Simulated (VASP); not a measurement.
Crystal: P.

```
P
1.0
     2.75000    0.00000    0.00000
    -1.37500    2.38157    0.00000
     0.00000    0.00000    4.49075
P
2
Direct
  0.33333 0.66667 0.25000
  0.66667 0.33333 0.75000
```

- Program: VASP 6.6.1
- Task: relaxation of cell and atoms
- Functional: LDA
- Potentials or basis: VASP PAW LDA potentials, release 64 (P)
- Cutoff: 500 eV
- k mesh: 9 × 9 × 5
- Occupations: gaussian, width 0.02 eV
- Spin: no spin polarisation

At the start: pressure -6.7 GPa; volume 14.71 Å³/atom.

Q: How do energy, volume and symmetry change on relaxing?

A: Over 4 steps the energy falls by 24.5 meV/atom and the volume is 13.72 Å³/atom (-6.7 %); space group P6_3/mmc (No. 194, to 0.05 Å).

The path:
| step | energy change (eV) | largest force (eV/Å) | pressure (GPa) | volume (Å³) |
| --- | --- | --- | --- | --- |
| 1 | 0.0000 | 0.0000 | -6.74 | 29.41 |
| 2 | -0.0453 | 0.0000 | 2.13 | 26.85 |
| 3 | -0.0488 | 0.0000 | 0.39 | 27.35 |
| 4 | -0.0489 | 0.0000 | 0.04 | 27.44 |

Final structure:
```cif
data_structure
_symmetry_space_group_name_H-M 'P 1'
_symmetry_Int_Tables_number 1
_cell_length_a 2.7008
_cell_length_b 2.7008
_cell_length_c 4.3434
_cell_angle_alpha 90.000
_cell_angle_beta 90.000
_cell_angle_gamma 120.000
_cell_volume 27.44
loop_
_atom_site_label
_atom_site_type_symbol
_atom_site_fract_x
_atom_site_fract_y
_atom_site_fract_z
_atom_site_occupancy
P1 P 0.33333 0.66667 0.25000 1
P2 P 0.66667 0.33333 0.75000 1
```
